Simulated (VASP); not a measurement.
Write the native input for VASP 6.6.1 that does the following.

| Property | Result |
| --- | --- |
| Task | single point |
| Functional | PBE |
| Potentials or basis | VASP PAW PBE potentials, release 64 (Mg, O, C, F) |
| Cutoff | 520 eV |
| k mesh | 2 × 2 × 1 |
| Occupations | gaussian, width 0.05 eV |
| Spin | no spin polarisation |
| Dipole correction | no |
| Further INCAR settings | LREAL = Auto; ALGO = Normal; EDIFF = 1e-06; NBANDS = 84 |

The structure of Mg12CO12F4 lies in POSCAR:

```
Mg12CO12F4
1.0
    5.6059430000      0.0000000000      0.0000000000
    2.8029710000      4.8548890000      0.0000000000
    0.0000000000      0.0000000000     16.7215410000
Mg O C F
12 12 1 4
Direct
    0.0000000000      0.0000000000      0.0598031007
    0.0000001407      0.4999998970      0.0598031007
    0.4999999108      0.0000000000      0.0598031007
    0.5000000515      0.4999998970      0.0598031007
    0.6673430743      0.6656314902      0.2107402661
    0.6676253726      0.1670460437      0.2108168141
    0.1663250770      0.6670543858      0.2107052813
    0.1651990699      0.1669640645      0.2107397279
    0.3370786206      0.3220331093      0.3588268569
    0.3404445156      0.8390445178      0.3613224403
    0.8324596818      0.3349283578      0.3654439504
    0.8216634950      0.8406138637      0.3629079401
    0.3333333459      0.8333333677      0.1282362672
    0.3333333082      0.3333332647      0.1282362672
    0.8333332567      0.8333333677      0.1282362672
    0.8333333974      0.3333332647      0.1282362672
    0.0006538315      0.5015509108      0.2801790218
    0.0011234740     -0.0028270471      0.2809683031
    0.4976962696      0.5016252689      0.2798150601
    0.5002651419     -0.0003085549      0.2774722736
    0.6572276956      0.1713567499      0.4279500914
    0.6645451501      0.6727375229      0.4297877809
    0.1720018762      0.1655030630      0.4288137678
    0.1728884408      0.6615838179      0.4242381130
    0.4717368529      0.3561681843      0.5779951740
    0.1836563761      0.6472228304      0.5093158579
    0.4650720971      0.1360325643      0.5674198927
    0.6921716958      0.3630447576      0.5678845030
    0.3213303316      0.5059522473      0.6378090393
```

The input as run:

INCAR

```
PREC = Accurate
ENCUT = 520
EDIFF = 1E-6
ISMEAR = 0
SIGMA = 0.05
LREAL = Auto
LASPH = True
NELM = 80
ALGO = Normal
ISIF = 2
LWAVE = False
LCHARG = False
GGA = PE
NBANDS = 84
```

KPOINTS

```
regular mesh
0
Gamma
  2 2 1
```

Potentials or basis: VASP PAW PBE potentials, release 64 (Mg, O, C, F).

The run is started by

```bash
$ cat potpaw_PBE.64/Mg/POTCAR potpaw_PBE.64/O/POTCAR potpaw_PBE.64/C/POTCAR potpaw_PBE.64/F/POTCAR > POTCAR
$ mpirun -np 1 vasp_std > vasp.out
```

Results of the run:

```
Largest force          : 0.818 eV/Å
Band gap on the k mesh : zero (bands 64 and 65 overlap by 0.16 eV)
```

Caveat: the k points lie up to 0.65 Å⁻¹ apart.

It took 5.5 min on 1 thread of Intel(R) Xeon(R) Platinum 8375C CPU @ 2.90GHz (Ice Lake), with other jobs on the host, peak memory 0.55 GiB.
